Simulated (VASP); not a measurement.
# Cu (I4/mmm) in VASP: notebook

The runs below take Cu through single point, with PBEsol.

Everything below comes from runs of VASP 6.6.1. Logs are shortened: lines on timing, memory, paths and dates and some standing lists are left out, and cuts for length are marked.

**1. The cell of the first run**

Symmetry: I4/mmm, No. 139, tetragonal system. Conventional cell: a = 2.886 Å, b = 2.886 Å, c = 2.752 Å, α = 90.00°, β = 90.00°, γ = 90.00°. Cu (site symmetry 4/mmm) has 14 Cu at 2.46 to 2.89 Å within 3.2 Å.

**2. Single point, PBEsol**

INCAR

```
  PREC = Accurate
  ENCUT = 520
  EDIFF = 1E-6
  ISMEAR = -1
  SIGMA = 0.1
  LREAL = F
  LASPH = T
  NELM = 60
  ALGO = Normal
  ISIF = 2
  LWAVE = F
  LCHARG = F
  GGA = PS
  NBANDS = 12
```

KPOINTS

```
regular mesh
0
Gamma
  14 14 14
```

POSCAR

```
Cu
1.0
   -1.4427933200      1.4427933200      1.3760814500
    1.4427933200     -1.4427933200      1.3760814500
    1.4427933200      1.4427933200     -1.3760814500
Cu
1
Direct
    0.0000000000      0.0000000000      0.0000000000
```

Potentials or basis: VASP PAW PBE potentials, release 64 (Cu).

Run with:

```bash
$ cat potpaw_PBE.64/Cu/POTCAR > POTCAR
$ mpirun -np 1 vasp_std > vasp.out
```

OUTCAR:

```text
PREC = Accurate
   ENCUT = 520
   EDIFF = 1E-6
   ISMEAR = -1
   LREAL = F
   LASPH = T
   NELM = 60
   ISIF = 2
   GGA = PS

 ion  position               nearest neighbor table
   1  0.000  0.000  0.000-

  LATTYP: Found a body centered tetragonal cell.
 ALAT       =     2.8855866400
 C/A-ratio  =     0.9537620052

  Lattice vectors:

 A1 = (  -1.4427933200,   1.4427933200,   1.3760814500)
 A2 = (   1.4427933200,  -1.4427933200,   1.3760814500)
 A3 = (   1.4427933200,   1.4427933200,  -1.3760814500)

Analysis of symmetry for initial positions (statically):
=====================================================================
 Subroutine PRICEL returns:
 Original cell was already a primitive cell.

 Routine SETGRP: Setting up the symmetry group for a
 body centered tetragonal supercell.

 Subroutine GETGRP returns: Found 16 space group operations
 (whereof 16 operations were pure point group operations)
 out of a pool of 16 trial point group operations.

The static configuration has the point symmetry D_4h.

Analysis of symmetry for dynamics (positions and initial velocities):
=====================================================================
 Subroutine PRICEL returns:
 Original cell was already a primitive cell.

 Routine SETGRP: Setting up the symmetry group for a
 body centered tetragonal supercell.

 Subroutine GETGRP returns: Found 16 space group operations
 (whereof 16 operations were pure point group operations)
 out of a pool of 16 trial point group operations.

The dynamic configuration has the point symmetry D_4h.

 Subroutine INISYM returns: Found 16 space group operations
 (whereof 16 operations are pure point group operations),
 and found     1 'primitive' translations

----------------------------------------------------------------------------------------

                                     Primitive cell

  volume of cell :      11.4581

  direct lattice vectors                    reciprocal lattice vectors
    -1.442793320  1.442793320  1.376081450     0.000000000  0.346549983  0.363350585
     1.442793320 -1.442793320  1.376081450     0.346549983  0.000000000  0.363350585
     1.442793320  1.442793320 -1.376081450     0.346549983  0.346549983  0.000000000

  length of vectors
     2.461078074  2.461078074  2.461078074     0.502116060  0.502116060  0.490095685

  position of ions in fractional coordinates (direct lattice)
     0.000000000  0.000000000  0.000000000

  ion indices of the primitive-cell ions
   primitive index   ion index
                 1           1

----------------------------------------------------------------------------------------

 KPOINTS: regular mesh

Automatic generation of k-mesh.
 Grid dimensions read from file:
 generate k-points for:   14   14   14

 Generating k-lattice:

  Cartesian coordinates                     Fractional coordinates (reciprocal lattice)
     0.000000000  0.024753570  0.025953613     0.071428571 -0.000000000  0.000000000
     0.024753570  0.000000000  0.025953613    -0.000000000  0.071428571  0.000000000
     0.024753570  0.024753570  0.000000000     0.000000000  0.000000000  0.071428571

  Length of vectors
     0.035865433  0.035865433  0.035006835

  Shift w.r.t. Gamma in fractional coordinates (k-lattice)
     0.000000000  0.000000000  0.000000000

 Subroutine IBZKPT returns following result:
 ===========================================

 Found    244 irreducible k-points:

 Following reciprocal coordinates:
            Coordinates               Weight
  0.000000  0.000000  0.000000      1.000000
  0.071429  0.000000 -0.000000      8.000000
  0.142857  0.000000 -0.000000      8.000000
  0.214286  0.000000 -0.000000      8.000000
  0.285714  0.000000  0.000000      8.000000
  0.357143  0.000000 -0.000000      8.000000
[... 16 lines left out ...]
  0.214286  0.142857 -0.000000     16.000000
  0.285714  0.142857 -0.000000     16.000000
 [... further k-points ...]
   k-points           NKPTS =    244   k-points in BZ     NKDIM =    244   number of bands    NBANDS=     12
   number of dos      NEDOS =    301   number of ions     NIONS =      1
   total plane-waves  NPLWV =   5832
   dimension x,y,z NGX =    18 NGY =   18 NGZ =   18
   dimension x,y,z NGXF=    36 NGYF=   36 NGZF=   36
   ions per type =               1
   NGX,Y,Z   is equivalent  to a cutoff of  12.16, 12.16, 12.16 a.u.
   NGXF,Y,Z  is equivalent  to a cutoff of  24.32, 24.32, 24.32 a.u.
 SYSTEM =  unknown system
   PREC   = accura    normal or accurate (medium, high low for compatibility)
   ISTART =      0    job   : 0-new  1-cont  2-samecut
   ICHARG =      2    charge: 1-file 2-atom 10-const
   ISPIN  =      1    spin polarized calculation?
   LNONCOLLINEAR =      F non collinear calculations
   LSORBIT =      F    spin-orbit coupling
   LASPH  =      T    aspherical Exc in radial PAW
   ENCUT  =  520.0 eV  38.22 Ry    6.18 a.u.   4.58  4.58  4.58*2*pi/ulx,y,z
   NELM   =     60;   NELMIN=  2; NELMDL= -5     # of ELM steps
   EDIFF  = 0.1E-05   stopping-criterion for ELM
   LREAL  =      F    real-space projection
   EDIFFG = 0.1E-04   stopping-criterion for IOM
   NSW    =      0    number of steps for IOM
   IBRION =     -1    ionic relax: 0-MD 1-quasi-New 2-CG
   NFREE  =      0    steps in history (QN), initial steepest desc. (CG)
   ISIF   =      2    stress and relaxation
   ISYM   =      2    0-nonsym 1-usesym 2-fastsym
   POTIM  = 0.5000    time-step for ionic-motion
   TEBEG  =    0.0;   TEEND  =   0.0 temperature during run
   PSTRESS=    0.0 pullay stress
   NELECT =      11.0000    total number of electrons
   NUPDOWN=      -1.0000    fix difference up-down
   EMIN   =  10.00;   EMAX   =-10.00  energy-range for DOS
   EFERMI =   0.00;   METHOD = LEGACY
   ISMEAR =    -1;   SIGMA  =   0.10  broadening in eV -4-tet -1-fermi 0-gaus
   EFERMI_NEDOS =   21; number of points for ismear=-14 and -15
   IALGO  =     38    algorithm
   IMIX   =      4    mixing-type and parameters
     AMIX     =   0.40;   BMIX     =  1.00
     AMIX_MAG =   1.60;   BMIX_MAG =  1.00
  volume/ion in A,a.u.               =      11.46        77.32
  Fermi-wavevector in a.u.,A,eV,Ry     =   1.614984  3.051878 35.486359  2.608174
  Thomas-Fermi vector in A             =   2.709805
   LORBIT       =      0    0 simple, 1 ext, 2 COOP (PROOUT), +10 PAW based schemes
   GGA     = PS    functional components
   LHFCALC =     F    Hartree Fock is set to
   AEXX    =    0.0000 exact exchange contribution
   IVDW    =     0    specifies the selected vdW correction
   LEPSILON=     F    determine dielectric tensor
   LRPA    =     F    only Hartree local field effects (RPA)
 non-spin polarized calculation
  energy-cutoff  :      520.00
  volume of cell :       11.46
 maximum number of plane-waves:       325
   NGX =  9   NGY =  9   NGZ =  9

 number of electron      10.9999998 magnetization

 Free energy of the ion-electron system (eV)
  ---------------------------------------------------
  ext. energy  EPLUGINS =         0.00000000
  ---------------------------------------------------
  free energy    TOTEN  =        -4.27140918 eV

  energy without entropy =       -4.25763140  energy(sigma->0) =       -4.26452029

 E-fermi :   7.7879     XC(G=0): -13.0874

 val. band max:        7.7745176366   @ k =   0.5000   0.2143   0.1429
 cond. band min:       7.7923901679   @ k =   0.2143   0.1429   0.1429
 fundamental gap:      0.0178725313
 Fermi energy:         7.7878568259

 k-point     1 :       0.0000    0.0000    0.0000
  band No.  band energies     occupation
      1      -1.8366      2.00000
      2       4.4485      2.00000
      3       4.6440      2.00000
      4       4.6440      2.00000
      5       5.5237      2.00000
      6       5.7348      2.00000
      7      32.6347      0.00000
      8      32.6347      0.00000
      9      33.8810      0.00000
     10      36.6627      0.00000
     11      36.6627      0.00000
     12      36.7051      0.00000

 k-point     2 :       0.0714    0.0000   -0.0000
  band No.  band energies     occupation
      1      -1.6323      2.00000
      2       4.4554      2.00000
      3       4.6383      2.00000
      4       4.6756      2.00000
      5       5.5239      2.00000
      6       5.7056      2.00000
      7      31.3062      0.00000
      8      32.1182      0.00000
      9      32.4973      0.00000
     10      34.5824      0.00000
     11      35.1673      0.00000
     12      35.8485      0.00000

 k-point     3 :       0.1429    0.0000   -0.0000
  band No.  band energies     occupation
      1      -1.0318      2.00000
      2       4.3786      2.00000
      3       4.6076      2.00000
      4       4.8666      2.00000
      5       5.5213      2.00000
      6       5.6559      2.00000
      7      27.7154      0.00000
      8      30.5827      0.00000
      9      31.0510      0.00000
     10      32.3340      0.00000
     11      33.9716      0.00000
     12      36.1430      0.00000
[... 286 lines left out ...]
 k-point    23 :       0.2143    0.1429   -0.0000
  band No.  band energies     occupation
      1       1.5950      2.00000
      2       4.0906      2.00000
      3       4.2683      2.00000
      4       5.4499      2.00000
      5       5.8176      2.00000
      6       6.0474      2.00000
      7      20.3374      0.00000
      8      22.6644      0.00000
      9      26.6794      0.00000
     10      32.2347      0.00000
     11      35.3143      0.00000
     12      37.3607      0.00000

 k-point    24 :       0.2857    0.1429   -0.0000
  band No.  band energies     occupation
      1       2.4934      2.00000
      2       3.9324      2.00000
      3       4.4876      2.00000
      4       5.5012      2.00000
      5       5.9048      2.00000
      6       6.8166      1.99988
      7      16.9366      0.00000
      8      21.5198      0.00000
      9      25.6964      0.00000
     10      31.7588      0.00000
     11      35.9967      0.00000
     12      37.6060      0.00000

 [... further k-points ...]
[... 5 lines left out ...]
  --------------------------------------------------------------------------------------
  -------------------------------------------------------------------------------------
  Total       -0.0350968     -0.0350968     -0.0662892      0.0000000      0.0000000     -0.0000000
  in kB       -4.9075586     -4.9075586     -9.2691782      0.0000000      0.0000000     -0.0000000
  external PRESSURE =      -6.3614318 kB  Pullay stress =       0.0000000 kB

 VOLUME and BASIS-vectors are now :
 -----------------------------------------------------------------------------
  energy-cutoff  :      520.00
  volume of cell :       11.46
      direct lattice vectors                 reciprocal lattice vectors
    -1.442793320  1.442793320  1.376081450     0.000000000  0.346549983  0.363350585
     1.442793320 -1.442793320  1.376081450     0.346549983  0.000000000  0.363350585
     1.442793320  1.442793320 -1.376081450     0.346549983  0.346549983  0.000000000

 POSITION                                       TOTAL-FORCE (eV/Angst)
 -----------------------------------------------------------------------------------
      0.00000      0.00000      0.00000         0.000000     -0.000000      0.000000
 -----------------------------------------------------------------------------------
    total drift:                                0.000000      0.000000     -0.000000

  FREE ENERGIE OF THE ION-ELECTRON SYSTEM (eV)
  ---------------------------------------------------
  free  energy   TOTEN  =        -4.2714091779 eV

  energy  without entropy=       -4.2576313987  energy(sigma->0) =       -4.26452029
```

Run time: 64 s. Hardware: 1 thread of Intel Xeon 8259CL, shared host; peak memory 0.14 GiB.

Results:

| Property | Result |
| --- | --- |
| Free energy | -4.2714 eV |
| Pressure | -0.6 GPa |

Stress tensor (GPa, compression positive):
```
-0.49  0.00  0.00
 0.00 -0.49  0.00
 0.00  0.00 -0.93
```

Caveat: the PAW data sets were made with another functional, which shifts forces and pressure a little.

**3. Single point, PBEsol**

This run uses another cell than the first one, of 11.92 Å³/atom, 1.040 times its volume.

INCAR

```
ALGO = Normal
EDIFF = 1E-6
ENCUT = 520
GGA = PS
ISIF = 2
ISMEAR = -1
LASPH = T
LCHARG = F
LREAL = F
LWAVE = F
NBANDS = 12
NELM = 60
PREC = Accurate
SIGMA = 0.1
```

KPOINTS

```
k-points
0
Gamma
  14 14 14
```

POSCAR

```
Cu
1.0
   -1.4617796199      1.4617796199      1.3941898615
    1.4617796199     -1.4617796199      1.3941898615
    1.4617796199      1.4617796199     -1.3941898615
Cu
1
Direct
    0.0000000000      0.0000000000      0.0000000000
```

Potentials or basis: VASP PAW PBE potentials, release 64 (Cu).

Run with:

```bash
$ cat potpaw_PBE.64/Cu/POTCAR > POTCAR
$ mpirun -np 1 vasp_std > vasp.out
```

It took 75 s on 1 thread of Intel Xeon 8259CL, shared host; peak memory 0.15 GiB.

The run converged. Its results:

```
Free energy : -4.2614 eV
Pressure    : -6.3 GPa
```

Stress tensor (GPa, compression positive):
```
-6.10  0.00  0.00
 0.00 -6.10  0.00
 0.00  0.00 -6.58
```

Levels at points of the mesh, in eV from the Fermi level:
```csv
k point,band 3,band 4,band 5,band 6,band 7,band 8,band 9,band 10
"(0.00, 0.00, 0.00)",-3.01,-3.01,-2.18,-1.99,24.46,24.46,25.70,27.99
"(0.50, 0.00, 0.00)",-2.10,-1.89,-1.35,-0.47,4.46,16.95,17.00,20.85
"(0.50, 0.50, 0.00)",-2.26,-2.02,-1.38,-0.83,3.95,18.24,18.32,21.99
"(0.50, 0.50, 0.50)",-1.54,-1.54,-1.49,7.53,7.53,9.32,13.06,13.62
```

Caveat: the PAW data sets were made with another functional, which shifts forces and pressure a little.

(Part 1 of 2 ends here.)
